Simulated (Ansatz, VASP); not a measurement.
Sb in VASP and in Ansatz

```
Sb
1.0
     3.40269    0.00000    0.00000
    -1.70135    2.94682    0.00000
     0.00000    0.00000    5.33000
Sb
2
Direct
  0.33333 0.66667 0.25000
  0.66667 0.33333 0.75000
```

Change from the starting cell: equal xx and yy strain of +1 %, PAW files.

Alike in both runs: task electric field gradients; functional PBE; k mesh 12 × 12 × 7; occupations fermi-dirac, width 0.05 eV; no spin polarisation.

```csv
,VASP,Ansatz
version,VASP 6.6.1,Ansatz 0.2.0
potentials or method,"VASP PAW PBE potentials, release 64 (Sb)","PAW with Ansatz's default frozen-core files, scalar-relativistic"
plane-wave cutoff (eV),520,420
valence electrons in the cell,10,30
```

|  | VASP | Ansatz | Ansatz less VASP |
| --- | --- | --- | --- |
| pressure (GPa) | 1.5 | 1.6 | +0.14 |
| traceless stress, the component that is largest in VASP (GPa) | -0.53 | -0.52 | +0.007 |
| size of Vzz on the site where it differs most (V/Å²) | 20.6 | 22.5 | +1.88 |

VASP's potentials hold 10 valence electrons a cell and Ansatz's 30, so a difference there can come from the potentials and not from the codes.

Spin-orbit coupling is off throughout.
